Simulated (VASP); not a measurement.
A run of VASP 6.6.1 is set up as follows.

Contents of INCAR:

```
PREC = Accurate ; ENCUT = 1130
EDIFF = 1E-6 ; ISMEAR = 0
SIGMA = 0.01 ; LREAL = F
LASPH = T ; NELM = 120
ALGO = Normal ; ISIF = 2
LWAVE = F ; LCHARG = F
GGA = PE ; NBANDS = 33
GGA_COMPAT = F
```

KPOINTS

```
regular mesh
0
Gamma
  6 6 6
```

POSCAR

```
NaHgF3
1.0
    4.6061555430      0.0000000000      0.0000000000
    0.0000000000      4.6061555430      0.0000000000
    0.0000000000      0.0000000000      4.6061555430
Na Hg F
1 1 3
Direct
    0.0000000000      0.0000000000      0.0000000000
    0.5000000000      0.5000000000      0.5000000000
    0.5000000000      0.5000000000      0.0000000000
    0.5000000000      0.0000000000      0.5000000000
    0.0000000000      0.5000000000      0.5000000000
```

Potentials or basis: VASP PAW PBE potentials, release 64 (Na_sv, Hg_sv_GW, F).

Command:

```console
$ cat potpaw_PBE.64/Na_sv/POTCAR potpaw_PBE.64/Hg_sv_GW/POTCAR potpaw_PBE.64/F/POTCAR > POTCAR
$ mpirun -np 1 vasp_std > vasp.out
```

Estimate the band gap on the k mesh.

0.43 eV (least direct gap 2.64 eV).

What does it give for the pressure?

-1.5 GPa.

Caveat: spin-orbit coupling is left out, which moves the levels of the heavy elements. A k mesh can miss the band edges.
